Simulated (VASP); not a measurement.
A run of VASP 6.6.1 is set up as follows.

File INCAR:

```
SYSTEM = LiCaCl3
PREC     = Accurate       ! precision mode
ENCUT    = 750            ! plane-wave cutoff, eV
EDIFF    = 1E-6           ! SCF threshold, eV
ISMEAR   = 1              ! smearing method
SIGMA    = 0.02           ! smearing width, eV
LREAL    = .FALSE.        ! projectors in reciprocal space
LASPH    = .TRUE.         ! aspherical terms in the spheres
NELM     = 120            ! most SCF steps
ALGO     = Normal         ! electronic algorithm
ISIF     = 2              ! what is computed and relaxed
LWAVE    = .FALSE.        ! write WAVECAR
LCHARG   = .TRUE.         ! write CHGCAR
GGA      = PE             ! functional
LELF     = .TRUE.         ! ELF
LVHAR    = .TRUE.       
NBANDS   = 25             ! bands
GGA_COMPAT= .FALSE.
```

Contents of KPOINTS:

```
Automatic mesh
0
G
  4 4 4
  0 0 0
```

POSCAR

```
LiCaCl3
1.0
    4.7625684739      0.0000000000      0.0000000000
    0.0000000000      4.7625684739      0.0000000000
    0.0000000000      0.0000000000      4.7625684739
Ca Li Cl
1 1 3
Direct
    0.0000000000      0.0000000000      0.0000000000
    0.5000000000      0.5000000000      0.5000000000
    0.5000000000      0.5000000000      0.0000000000
    0.0000000000      0.5000000000      0.5000000000
    0.5000000000      0.0000000000      0.5000000000
```

Potentials or basis: VASP PAW PBE potentials, release 64 (Ca_sv, Li_sv, Cl).

The run is started by

```bash
$ cat potpaw_PBE.64/Ca_sv/POTCAR potpaw_PBE.64/Li_sv/POTCAR potpaw_PBE.64/Cl/POTCAR > POTCAR
$ mpirun -np 1 vasp_std > vasp.out
```

Q: Estimate the band gap on the k mesh.

A: 3.35 eV, indirect (least direct gap 3.58 eV).

Q: Estimate the pressure.

A: -0.7 GPa.

A k mesh can miss the band edges. As with any semilocal functional, this PBE gap is likely too small.
